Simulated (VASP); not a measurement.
# CsPbBr3 (Pm-3m) in VASP: single point with LDA

Aim: the single point of CsPbBr3 with LDA.

All numbers are computed with VASP 6.6.1; they aren't measurements. Logs are shortened: lines on timing, memory, paths and dates and some standing lists are left out, and cuts for length are marked.

### 1 The cell of the first run

It takes space group Pm-3m (No. 221, cubic). Conventional cell: a = 5.870 Å, b = 5.870 Å, c = 5.870 Å, α = 90.00°, β = 90.00°, γ = 90.00°. Within 5.4 Å of Cs (site symmetry m-3m) lie 12 Br at 4.15 Å and 8 Pb at 5.08 Å. Within 3.9 Å of Pb (site symmetry m-3m) lie 6 Br at 2.94 Å. Within 3.9 Å of Br (site symmetry 4/mmm) lie 2 Pb at 2.94 Å.

### 2 Single point, LDA

INCAR reads:

```
SYSTEM = CsPbBr3
  PREC = Accurate
  ENCUT = 520
  EDIFF = 1E-6
  ISMEAR = 0
  SIGMA = 0.05
  LREAL = .FALSE.
  LASPH = .TRUE.
  NELM = 80
  ALGO = Normal
  ISIF = 2
  LWAVE = .FALSE.
  LCHARG = .TRUE.
  LELF = .TRUE.
  LVHAR = .TRUE.
  NBANDS = 30
```

KPOINTS reads:

```
regular mesh
0
G
  6 6 6
  0 0 0
```

POSCAR reads:

```
CsPbBr3
1.0
    5.8700000000      0.0000000000      0.0000000000
    0.0000000000      5.8700000000      0.0000000000
    0.0000000000      0.0000000000      5.8700000000
Cs Pb Br
1 1 3
Direct
    0.0000000000      0.0000000000      0.0000000000
    0.5000000000      0.5000000000      0.5000000000
    0.0000000000      0.5000000000      0.5000000000
    0.5000000000      0.0000000000      0.5000000000
    0.5000000000      0.5000000000      0.0000000000
```

Potentials or basis: VASP PAW LDA potentials, release 64 (Cs_sv, Pb_d, Br).

On the command line:

```bash
$ cat potpaw_LDA.64/Cs_sv/POTCAR potpaw_LDA.64/Pb_d/POTCAR potpaw_LDA.64/Br/POTCAR > POTCAR
$ mpirun -np 1 vasp_std > vasp.out
```

OUTCAR:

```text
SYSTEM = CsPbBr3
   PREC = Accurate
   ENCUT = 520
   EDIFF = 1E-6
   ISMEAR = 0
   LREAL = .FALSE.
   LASPH = .TRUE.
   NELM = 80
   ISIF = 2

 ion  position               nearest neighbor table
   1  0.000  0.000  0.000-
   2  0.500  0.500  0.500-   3 2.94   4 2.94   5 2.94   5 2.94   4 2.94   3 2.94
   3  0.000  0.500  0.500-   2 2.94   2 2.94
   4  0.500  0.000  0.500-   2 2.94   2 2.94
   5  0.500  0.500  0.000-   2 2.94   2 2.94

  LATTYP: Found a simple cubic cell.
 ALAT       =     5.8700000000

  Lattice vectors:

 A1 = (   5.8700000000,   0.0000000000,   0.0000000000)
 A2 = (   0.0000000000,   5.8700000000,   0.0000000000)
 A3 = (   0.0000000000,   0.0000000000,   5.8700000000)

Analysis of symmetry for initial positions (statically):
=====================================================================
 Subroutine PRICEL returns:
 Original cell was already a primitive cell.

 Routine SETGRP: Setting up the symmetry group for a
 simple cubic supercell.

 Subroutine GETGRP returns: Found 48 space group operations
 (whereof 48 operations were pure point group operations)
 out of a pool of 48 trial point group operations.

The static configuration has the point symmetry O_h .

Analysis of symmetry for dynamics (positions and initial velocities):
=====================================================================
 Subroutine PRICEL returns:
 Original cell was already a primitive cell.

 Routine SETGRP: Setting up the symmetry group for a
 simple cubic supercell.

 Subroutine GETGRP returns: Found 48 space group operations
 (whereof 48 operations were pure point group operations)
 out of a pool of 48 trial point group operations.

The dynamic configuration has the point symmetry O_h .

 Subroutine INISYM returns: Found 48 space group operations
 (whereof 48 operations are pure point group operations),
 and found     1 'primitive' translations

----------------------------------------------------------------------------------------

                                     Primitive cell

  volume of cell :     202.2620

  direct lattice vectors                    reciprocal lattice vectors
     5.870000000  0.000000000  0.000000000     0.170357751  0.000000000  0.000000000
     0.000000000  5.870000000  0.000000000     0.000000000  0.170357751  0.000000000
     0.000000000  0.000000000  5.870000000     0.000000000  0.000000000  0.170357751

  length of vectors
     5.870000000  5.870000000  5.870000000     0.170357751  0.170357751  0.170357751

  position of ions in fractional coordinates (direct lattice)
     0.000000000  0.000000000  0.000000000
     0.500000000  0.500000000  0.500000000
     0.000000000  0.500000000  0.500000000
     0.500000000  0.000000000  0.500000000
     0.500000000  0.500000000  0.000000000

  ion indices of the primitive-cell ions
   primitive index   ion index
                 1           1
                 2           2
                 3           3
                 4           4
                 5           5

----------------------------------------------------------------------------------------

 KPOINTS: regular mesh

Automatic generation of k-mesh.
 Grid dimensions read from file:
 generate k-points for:    6    6    6

 Generating k-lattice:

  Cartesian coordinates                     Fractional coordinates (reciprocal lattice)
     0.028392959  0.000000000  0.000000000     0.166666667  0.000000000  0.000000000
     0.000000000  0.028392959  0.000000000     0.000000000  0.166666667  0.000000000
     0.000000000  0.000000000  0.028392959     0.000000000  0.000000000  0.166666667

  Length of vectors
     0.028392959  0.028392959  0.028392959

  Shift w.r.t. Gamma in fractional coordinates (k-lattice)
     0.000000000  0.000000000  0.000000000

 Subroutine IBZKPT returns following result:
 ===========================================

 Found     20 irreducible k-points:

 Following reciprocal coordinates:
            Coordinates               Weight
  0.000000  0.000000  0.000000      1.000000
  0.166667  0.000000  0.000000      6.000000
  0.333333  0.000000  0.000000      6.000000
  0.500000  0.000000  0.000000      3.000000
  0.166667  0.166667  0.000000     12.000000
  0.333333  0.166667  0.000000     24.000000
[... 12 lines left out ...]
  0.500000  0.500000  0.333333      6.000000
  0.500000  0.500000  0.500000      1.000000
   k-points           NKPTS =     20   k-points in BZ     NKDIM =     20   number of bands    NBANDS=     30
   number of dos      NEDOS =    301   number of ions     NIONS =      5
   total plane-waves  NPLWV = 110592
   dimension x,y,z NGX =    48 NGY =   48 NGZ =   48
   dimension x,y,z NGXF=    96 NGYF=   96 NGZF=   96
   ions per type =               1   1   3
   NGX,Y,Z   is equivalent  to a cutoff of  13.59, 13.59, 13.59 a.u.
   NGXF,Y,Z  is equivalent  to a cutoff of  27.19, 27.19, 27.19 a.u.
 SYSTEM =  CsPbBr3
   PREC   = accura    normal or accurate (medium, high low for compatibility)
   ISTART =      0    job   : 0-new  1-cont  2-samecut
   ICHARG =      2    charge: 1-file 2-atom 10-const
   ISPIN  =      1    spin polarized calculation?
   LNONCOLLINEAR =      F non collinear calculations
   LSORBIT =      F    spin-orbit coupling
   LASPH  =      T    aspherical Exc in radial PAW
   ENCUT  =  520.0 eV  38.22 Ry    6.18 a.u.  10.91 10.91 10.91*2*pi/ulx,y,z
   NELM   =     80;   NELMIN=  2; NELMDL= -5     # of ELM steps
   EDIFF  = 0.1E-05   stopping-criterion for ELM
   LREAL  =      F    real-space projection
   EDIFFG = 0.1E-04   stopping-criterion for IOM
   NSW    =      0    number of steps for IOM
   IBRION =     -1    ionic relax: 0-MD 1-quasi-New 2-CG
   NFREE  =      0    steps in history (QN), initial steepest desc. (CG)
   ISIF   =      2    stress and relaxation
   ISYM   =      2    0-nonsym 1-usesym 2-fastsym
   POTIM  = 0.5000    time-step for ionic-motion
   TEBEG  =    0.0;   TEEND  =   0.0 temperature during run
   PSTRESS=    0.0 pullay stress
   NELECT =      44.0000    total number of electrons
   NUPDOWN=      -1.0000    fix difference up-down
   EMIN   =  10.00;   EMAX   =-10.00  energy-range for DOS
   EFERMI =   0.00;   METHOD = LEGACY
   ISMEAR =     0;   SIGMA  =   0.05  broadening in eV -4-tet -1-fermi 0-gaus
   EFERMI_NEDOS =   21; number of points for ismear=-14 and -15
   IALGO  =     38    algorithm
   IMIX   =      4    mixing-type and parameters
     AMIX     =   0.40;   BMIX     =  1.00
     AMIX_MAG =   1.60;   BMIX_MAG =  1.00
  volume/ion in A,a.u.               =      40.45       272.99
  Fermi-wavevector in a.u.,A,eV,Ry     =   0.984587  1.860600 13.189657  0.969412
  Thomas-Fermi vector in A             =   2.115831
   LORBIT       =      0    0 simple, 1 ext, 2 COOP (PROOUT), +10 PAW based schemes
   GGA     = CA    functional components
   LHFCALC =     F    Hartree Fock is set to
   AEXX    =    0.0000 exact exchange contribution
   IVDW    =     0    specifies the selected vdW correction
   LEPSILON=     F    determine dielectric tensor
   LRPA    =     F    only Hartree local field effects (RPA)
 non-spin polarized calculation
 Gauss-broadening in eV      SIGMA  =   0.05
  energy-cutoff  :      520.00
  volume of cell :      202.26
 maximum number of plane-waves:      5520
 NGX is ok and might be reduce to    48
   NGX = 21   NGY = 21   NGZ = 21

 number of electron      44.0000000 magnetization

 Free energy of the ion-electron system (eV)
  ---------------------------------------------------
  ext. energy  EPLUGINS =         0.00000000
  ---------------------------------------------------
  free energy    TOTEN  =       -17.81070871 eV

  energy without entropy =      -17.81070871  energy(sigma->0) =      -17.81070871

 E-fermi :   1.4021     XC(G=0):  -8.0591

 val. band max:        1.1478139294   @ k =   0.5000   0.5000   0.5000
 cond. band min:       2.5064211335   @ k =   0.5000   0.5000   0.5000
 fundamental gap:      1.3586072040
 Fermi energy:         1.4021083544

 k-point     1 :       0.0000    0.0000    0.0000
  band No.  band energies     occupation
      1     -20.2337      2.00000
      2     -15.6949      2.00000
      3     -15.6949      2.00000
      4     -15.5199      2.00000
      5     -15.5199      2.00000
      6     -15.5199      2.00000
[... 22 lines left out ...]
     29       7.0255      0.00000
     30       7.0255      0.00000

 k-point     2 :       0.1667    0.0000    0.0000
  band No.  band energies     occupation
      1     -20.2334      2.00000
      2     -15.6949      2.00000
      3     -15.6787      2.00000
      4     -15.5202      2.00000
      5     -15.5202      2.00000
      6     -15.5199      2.00000
[... 22 lines left out ...]
     29       6.1557      0.00000
     30       6.9701      0.00000

 k-point     3 :       0.3333    0.0000    0.0000
  band No.  band energies     occupation
      1     -20.2328      2.00000
      2     -15.6949      2.00000
      3     -15.6456      2.00000
      4     -15.5207      2.00000
      5     -15.5207      2.00000
      6     -15.5199      2.00000
[... 22 lines left out ...]
     29       6.2539      0.00000
     30       7.1080      0.00000

 k-point     4 :       0.5000    0.0000    0.0000
  band No.  band energies     occupation
      1     -20.2325      2.00000
      2     -15.6948      2.00000
      3     -15.6288      2.00000
      4     -15.5209      2.00000
      5     -15.5209      2.00000
      6     -15.5199      2.00000
[... 484 lines left out ...]
     29       6.4461      0.00000
     30       6.9778      0.00000

 k-point    19 :       0.5000    0.5000    0.3333
  band No.  band energies     occupation
      1     -20.2309      2.00000
      2     -15.6078      2.00000
      3     -15.5884      2.00000
      4     -15.5220      2.00000
      5     -15.5218      2.00000
      6     -15.5218      2.00000
[... 22 lines left out ...]
     29       6.2730      0.00000
     30       7.1506      0.00000

 k-point    20 :       0.5000    0.5000    0.5000
  band No.  band energies     occupation
      1     -20.2307      2.00000
      2     -15.5884      2.00000
      3     -15.5884      2.00000
      4     -15.5221      2.00000
      5     -15.5221      2.00000
      6     -15.5221      2.00000
[... 22 lines left out ...]
     29       6.1519      0.00000
     30       7.4208      0.00000

------------------------ aborting loop because EDIFF is reached ----------------------------------------

  FORCE on cell =-STRESS in cart. coord.  units (eV):
  Direction    XX          YY          ZZ          XY          YZ          ZX
  --------------------------------------------------------------------------------------
  -------------------------------------------------------------------------------------
  Total       -1.4111516     -1.4111516     -1.4111516      0.0000000     -0.0000000      0.0000000
  in kB      -11.1781507    -11.1781507    -11.1781507      0.0000000     -0.0000000      0.0000000
  external PRESSURE =     -11.1781507 kB  Pullay stress =       0.0000000 kB

 VOLUME and BASIS-vectors are now :
 -----------------------------------------------------------------------------
  energy-cutoff  :      520.00
  volume of cell :      202.26
      direct lattice vectors                 reciprocal lattice vectors
     5.870000000  0.000000000  0.000000000     0.170357751  0.000000000  0.000000000
     0.000000000  5.870000000  0.000000000     0.000000000  0.170357751  0.000000000
     0.000000000  0.000000000  5.870000000     0.000000000  0.000000000  0.170357751

 POSITION                                       TOTAL-FORCE (eV/Angst)
 -----------------------------------------------------------------------------------
      0.00000      0.00000      0.00000         0.000000      0.000000      0.000000
      2.93500      2.93500      2.93500         0.000000      0.000000      0.000000
      0.00000      2.93500      2.93500         0.000000      0.000000      0.000000
      2.93500      0.00000      2.93500         0.000000      0.000000      0.000000
      2.93500      2.93500      0.00000         0.000000      0.000000      0.000000
 -----------------------------------------------------------------------------------
    total drift:                                0.000000     -0.000000     -0.000000

  FREE ENERGIE OF THE ION-ELECTRON SYSTEM (eV)
  ---------------------------------------------------
  free  energy   TOTEN  =       -17.8107087075 eV

  energy  without entropy=      -17.8107087075  energy(sigma->0) =      -17.81070871
```

Run time: 2.2 min. Hardware: 1 thread of Intel Xeon Platinum 8259CL at 2.50GHz (Skylake/Cascade Lake), shared host; peak memory 0.32 GiB.

What came out:

| Property | Result |
| --- | --- |
| Free energy | -17.8107 eV |
| Pressure | -1.1 GPa |
| Band gap on the k mesh | 1.36 eV |

Levels at points of the mesh, in eV from the valence-band top:
```csv
k point,band 19,band 20,band 21,band 22,band 23,band 24,band 25,band 26
"(0.00, 0.00, 0.00)",-2.15,-2.03,-2.03,-2.03,2.66,3.85,3.85,4.66
"(0.50, 0.00, 0.00)",-2.30,-2.15,-2.15,-1.44,2.44,4.17,4.76,4.91
"(0.50, 0.50, 0.00)",-2.39,-2.27,-1.66,-0.71,1.94,1.94,4.74,4.96
"(0.50, 0.50, 0.50)",-1.65,-1.65,-1.65,0.00,1.36,1.36,1.36,4.20
```

Caveat: spin-orbit coupling is left out, which moves the levels of the heavy elements.
